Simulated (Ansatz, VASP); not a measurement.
# One calculation of KZnF3, two programs

Contents of INCAR:

```
  PREC = Accurate
  ENCUT = 520
  EDIFF = 1E-7
  ISMEAR = -1
  SIGMA = 0.02
  LREAL = F
  LASPH = T
  NELM = 60
  ALGO = Normal
  ISIF = 2
  LWAVE = F
  LCHARG = F
  GGA = PE
  IBRION = 2
  NSW = 80
  EDIFFG = -0.02
```

KPOINTS

```
Automatic mesh
0
Gamma
  6 6 6
```

Contents of POSCAR:

```
KZnF3
1.0
    4.0500000000      0.0000000000      0.0000000000
    0.0000000000      4.0500000000      0.0000000000
    0.0000000000      0.0000000000      4.0500000000
K Zn F
1 1 3
Direct
    0.0000000000      0.0000000000      0.0000000000
    0.5000000000      0.5000000000      0.5000000000
    0.5000000000      0.5000000000      0.0000000000
    0.0000000000      0.5000000000      0.5000000000
    0.5000000000      0.0000000000      0.5000000000
```

Input for Ansatz:

```yaml
crystal:
  lattice:
    - [4.05, 0.0, 0.0]
    - [0.0, 4.05, 0.0]
    - [0.0, 0.0, 4.05]
  atoms:
    - { symbol: K, position: [0.0, 0.0, 0.0] }
    - { symbol: Zn, position: [0.5, 0.5, 0.5] }
    - { symbol: F, position: [0.5, 0.5, 0.0] }
    - { symbol: F, position: [0.0, 0.5, 0.5] }
    - { symbol: F, position: [0.5, 0.0, 0.5] }
kpoints:
  mp_grid: { grid: [6, 6, 6] }
scf:
  occupations: { method: fermi_dirac, width: 0.02 }
hamiltonian:
  xc: pbe
  pseudopotentials: { kind: paw }
output:
  forces: true
  stress: true
  populations: true
  efg:
    quadrupole_moments_barn: { K: 0.0603, Zn: 0.122 }
    contact_densities: true
relax:
  f_tol: 0.02
  max_steps: 60
```

Alike in both runs: task relaxation of the atoms; functional PBE; k mesh 6 × 6 × 6; occupations fermi-dirac, width 0.02 eV; no spin polarisation.

|  | VASP | Ansatz |
| --- | --- | --- |
| version | VASP 6.6.1 | Ansatz 0.2.0 |
| potentials or method | VASP PAW PBE potentials, release 64 (K_sv, Zn, F) | plane-wave PAW, scalar-relativistic |
| plane-wave cutoff (eV) | 520 | 420 |
| valence electrons in the cell | 42 | 42 |

Ansatz gave:

```
gap on the k mesh at the Fermi level, each at its own relaxed structure (eV) : 3.86
```

Q: Estimate VASP's values.

A: gap on the k mesh at the Fermi level, each at its own relaxed structure (eV): 3.79.

Ansatz's warnings: stress scf threshold loose.

Noted on VASP's run: the relaxation stopped at its first step, so nothing moved.
